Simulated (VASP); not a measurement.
# Gd2NF3 (P-6m2) in VASP: further runs, part 2 of 2

VASP 6.6.1.

## 3. Single point, PBE, collinear spin, ferromagnetic start

INCAR

```
PREC = Accurate ; ENCUT = 600
EDIFF = 1E-6 ; ISMEAR = 0
SIGMA = 0.15 ; LREAL = F
LASPH = T ; NELM = 200
ALGO = Normal ; ISIF = 2
LWAVE = F ; LCHARG = F
ISPIN = 2 ; MAGMOM = 7 7 0 0 0 0
LORBIT = 11 ; LMAXMIX = 6
GGA = PE ; NBANDS = 44
GGA_COMPAT = F
```

KPOINTS

```
regular mesh
0
Gamma
  4 4 2
```

POSCAR

```
Gd2NF3
1.0
    3.8750427929     -0.0000000029      0.0000000000
   -1.9375213939      3.3558855008      0.0000000000
    0.0000000000      0.0000000000      5.9492146680
Gd N F
2 1 3
Direct
    0.3333333333      0.6666666667      0.7384251514
    0.3333333333      0.6666666667      0.2615748486
    0.6666666667      0.3333333333      0.5000000000
    0.6666666667      0.3333333333      0.0000000000
    0.0000000000      0.0000000000      0.5000000000
    0.0000000000      0.0000000000      0.0000000000
```

Potentials or basis: VASP PAW PBE potentials, release 64 (Gd, N, F).

Run with:

```sh
$ cat potpaw_PBE.64/Gd/POTCAR potpaw_PBE.64/N/POTCAR potpaw_PBE.64/F/POTCAR > POTCAR
$ mpirun -np 1 vasp_std > vasp.out
```

OUTCAR:

```text
PREC = Accurate
   ENCUT = 600
   EDIFF = 1E-6
   ISMEAR = 0
   LREAL = F
   LASPH = T
   NELM = 200
   ISIF = 2
   ISPIN = 2
   LORBIT = 11
   GGA = PE

 ion  position               nearest neighbor table
   1  0.333  0.667  0.738-   3 2.65   5 2.65   3 2.65   5 2.65   5 2.65   3 2.65   4 2.73   6 2.73
                             4 2.73   6 2.73   6 2.73   4 2.73   2 2.84   2 3.11
   2  0.333  0.667  0.262-   3 2.65   5 2.65   3 2.65   5 2.65   5 2.65   3 2.65   4 2.73   6 2.73
                             4 2.73   6 2.73   6 2.73   4 2.73   1 2.84   1 3.11
   3  0.667  0.333  0.500-   1 2.65   2 2.65   1 2.65   2 2.65   1 2.65   2 2.65
   4  0.667  0.333  0.000-   1 2.73   2 2.73   1 2.73   2 2.73   1 2.73   2 2.73
   5  0.000  0.000  0.500-   1 2.65   2 2.65   1 2.65   2 2.65   1 2.65   2 2.65
   6  0.000  0.000  0.000-   1 2.73   2 2.73   1 2.73   2 2.73   1 2.73   2 2.73

  LATTYP: Found a hexagonal cell.
 ALAT       =     3.8750427929
 C/A-ratio  =     1.5352642502

  Lattice vectors:

 A1 = (   3.8750427929,  -0.0000000029,   0.0000000000)
 A2 = (  -1.9375213939,   3.3558855008,   0.0000000000)
 A3 = (   0.0000000000,   0.0000000000,   5.9492146680)

Analysis of symmetry for initial positions (statically):
=====================================================================
 Subroutine PRICEL returns:
 Original cell was already a primitive cell.

 Routine SETGRP: Setting up the symmetry group for a
 hexagonal supercell.

 Subroutine GETGRP returns: Found 12 space group operations
 (whereof 12 operations were pure point group operations)
 out of a pool of 24 trial point group operations.

The static configuration has the point symmetry D_3h.

Analysis of symmetry for dynamics (positions and initial velocities):
=====================================================================
 Subroutine PRICEL returns:
 Original cell was already a primitive cell.

[... 174 lines left out ...]
      3     -20.7000      1.00000
      4     -19.9082      1.00000
      5     -18.4269      1.00000
      6     -18.3637      1.00000
[... 357 lines left out ...]
     42       8.0912      0.00000
     43       8.5771      0.00000
 Fermi energy:         4.3625946680

 spin component 2

 k-point     1 :       0.0000    0.0000    0.0000
  band No.  band energies     occupation
      1     -37.7384      1.00000
      2     -37.4788      1.00000
      3     -20.3221      1.00000
      4     -19.8359      1.00000
      5     -18.3622      1.00000
      6     -16.6278      1.00000
[... 357 lines left out ...]
     42       9.3480      0.00000
     43       9.5396      0.00000
 [bands above 43 left out]

------------------------ aborting loop because EDIFF is reached ----------------------------------------

  FORCE on cell =-STRESS in cart. coord.  units (eV):
  Direction    XX          YY          ZZ          XY          YZ          ZX
  --------------------------------------------------------------------------------------
  -------------------------------------------------------------------------------------
  Total       -0.1376630     -0.1376630     -0.0639281     -0.0000000     -0.0000000      0.0000000
  in kB       -2.8509159     -2.8509159     -1.3239112     -0.0000000     -0.0000000      0.0000000
  external PRESSURE =      -2.3419143 kB  Pullay stress =       0.0000000 kB

 VOLUME and BASIS-vectors are now :
 -----------------------------------------------------------------------------
  energy-cutoff  :      600.00
  volume of cell :       77.36
      direct lattice vectors                 reciprocal lattice vectors
     3.875042793 -0.000000003  0.000000000     0.258061666  0.148991972  0.000000000
    -1.937521394  3.355885501  0.000000000     0.000000000  0.297983945  0.000000000
     0.000000000  0.000000000  5.949214668     0.000000000  0.000000000  0.168089413

 POSITION                                       TOTAL-FORCE (eV/Angst)
 -----------------------------------------------------------------------------------
      0.00000      2.23726      4.39305         0.000000     -0.000000     -0.003341
      0.00000      2.23726      1.55616         0.000000     -0.000000      0.003341
      1.93752      1.11863      2.97461         0.000000      0.000000      0.000000
      1.93752      1.11863      0.00000         0.000000     -0.000000      0.000000
      0.00000      0.00000      2.97461        -0.000000      0.000000      0.000000
      0.00000      0.00000      0.00000        -0.000000      0.000000      0.000000
 -----------------------------------------------------------------------------------
    total drift:                               -0.000001      0.000001     -0.000000

  FREE ENERGIE OF THE ION-ELECTRON SYSTEM (eV)
  ---------------------------------------------------
  free  energy   TOTEN  =       -50.0188063541 eV

  energy  without entropy=      -50.0009392883  energy(sigma->0) =      -50.00987282

 total charge

# of ion       s       p       d       f       tot
--------------------------------------------------
    1        2.017   5.603   0.477   7.066  15.163
    2        2.017   5.603   0.477   7.066  15.163
    3        1.279   2.261   0.000   0.000   3.540
    4        1.739   4.352   0.000   0.000   6.091
    5        1.756   4.309   0.000   0.000   6.065
    6        1.738   4.352   0.000   0.000   6.090
--------------------------------------------------
tot         10.545  26.480   0.955  14.132  52.112

 magnetization (x)

# of ion       s       p       d       f       tot
--------------------------------------------------
    1       -0.002  -0.085   0.167   6.767   6.847
    2       -0.002  -0.085   0.167   6.767   6.847
    3       -0.005  -0.103   0.000   0.000  -0.108
    4        0.001   0.003   0.000   0.000   0.004
    5        0.002  -0.027   0.000   0.000  -0.025
    6        0.001   0.004   0.000   0.000   0.005
--------------------------------------------------
tot         -0.005  -0.293   0.334  13.534  13.569
```

stdout:

```text
POSCAR found type information on POSCAR GdN F
 POSCAR found :  3 types and       6 ions
 scaLAPACK will be used
 LDA part: xc-table for (Slater+PW92), standard interpolation
 POSCAR, INCAR and KPOINTS ok, starting setup
 FFT: planning ... GRIDC
 FFT: planning ... GRID_SOFT
 FFT: planning ... GRID
 WAVECAR not read
 entering main loop
```

Wall time 7.1 min (1 thread of Intel Xeon Platinum 8488C (Sapphire Rapids), shared host); peak memory 0.3 GiB.

Results:

| Quantity | Value |
| --- | --- |
| Free energy | -50.0188 eV |
| Pressure | -0.2 GPa |
| Largest force | 0.003 eV/Å |
| Net moment | 14.17 μB per cell |
| Site moments | Gd +6.85; N -0.11; F +0.00, -0.03, +0.01 μB |
| Valence electrons inside the program's atomic spheres | Gd 15.16; N 3.54; F 6.09, 6.07 (each value once) |

Forces in eV/Å, atoms in the order of the input:
```
Gd   0.000  0.000 -0.003
Gd   0.000  0.000  0.003
N    0.000  0.000  0.000
F    0.000  0.000  0.000
F    0.000  0.000  0.000
F    0.000  0.000  0.000
```

Caveat: the k points lie up to 0.53 Å⁻¹ apart; spin-orbit coupling is left out, which moves the levels of the heavy elements; semilocal functionals describe open f shells poorly, which spoils levels, moments and volumes. With open d or f shells a metallic result of PBE can be an artefact of self-interaction; +U or a hybrid may open a gap.
